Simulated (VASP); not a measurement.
Here is a VASP 6.6.1 calculation.

Contents of INCAR:

```
SYSTEM = Si
PREC = Accurate ; ENCUT = 520
EDIFF = 1E-6 ; ISMEAR = 0
SIGMA = 0.03 ; LREAL = .False.
LASPH = .True. ; NELM = 80
ALGO = Normal ; ISIF = 2
LWAVE = .False. ; LCHARG = .False.
GGA = PS ; NBANDS = 26
```

Contents of KPOINTS:

```
Automatic mesh
0
Gamma
  8 8 8
  0 0 0
```

File POSCAR:

```
Si
1.0
   -3.3221878745     -3.3221878745      1.9186812122
   -3.3221878745      3.3221878745     -1.9186812122
    3.3221878745     -3.3221878745     -5.7560436367
Si
8
Direct
    0.6425391386      0.3467888476      0.3467888476
    0.6425391386      0.9106347847      0.9106347847
    0.3574608614      0.0893652153      0.0893652153
    0.3574608614      0.5893652153      0.5893652153
    0.0000000000      0.7680956460      0.4106347847
    0.0000000000      0.2680956461      0.9106347847
    0.0000000000      0.7319043540      0.0893652153
    0.0000000000      0.2319043540      0.5893652153
```

Potentials or basis: VASP PAW PBE potentials, release 64 (Si).

Launch:

```console
$ cat potpaw_PBE.64/Si/POTCAR > POTCAR
$ mpirun -np 1 vasp_std > vasp.out
```

(1) What does it give for the largest force?

(2) Estimate the band gap on the k mesh.

(3) Estimate the pressure.

Answers

(1) 8.688 eV/Å.

(2) zero (bands 16 and 17 overlap by 0.12 eV).

(3) 2.7 GPa.

Caveat: the cell differs from its parent crystal (atom 1 (Si) moved by +0.000 Å along [0 1 0] and +0.490 Å along [0 0 1]); semilocal functionals underestimate gaps, and a narrow one can read as zero; the PAW data sets were made with another functional, which shifts forces and pressure a little.
